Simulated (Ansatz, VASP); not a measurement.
## GaN: VASP beside Ansatz

```
Ga N
1.0
     0.00000    2.36618    2.25350
     2.36618    0.00000    2.25350
     2.36618    2.36618    0.00000
Ga N
1 1
Direct
  0.00000 0.00000 0.00000
  0.75000 0.75000 0.75000
```

Change from the starting cell: strain +0.050 along x and y, +0.000 along z, atoms carried along.

Alike in both runs: task single point; functional r2SCAN; k mesh 10 × 10 × 10; occupations gaussian, width 0.05 eV; no spin polarisation.

|  | VASP | Ansatz |
| --- | --- | --- |
| version | VASP 6.6.1 | Ansatz 0.2.0 |
| potentials or method | VASP PAW PBE potentials, release 64 (Ga_d, N), cutoff 520 eV | scalar-relativistic, plane waves, PAW |
| valence electrons in the cell | 18 | 18 |

```csv
,VASP,Ansatz,Ansatz less VASP
gap on the k mesh at the Fermi level (eV),1.33,1.33,+0.004
least direct gap on the mesh (eV),1.33,1.33,+0.004
pressure (GPa),-15.6,-16.4,-0.74
"traceless stress, the component that is largest in VASP (GPa)",3.97,4.02,+0.056
```

VASP's potentials were made for PBE, not for r2SCAN.
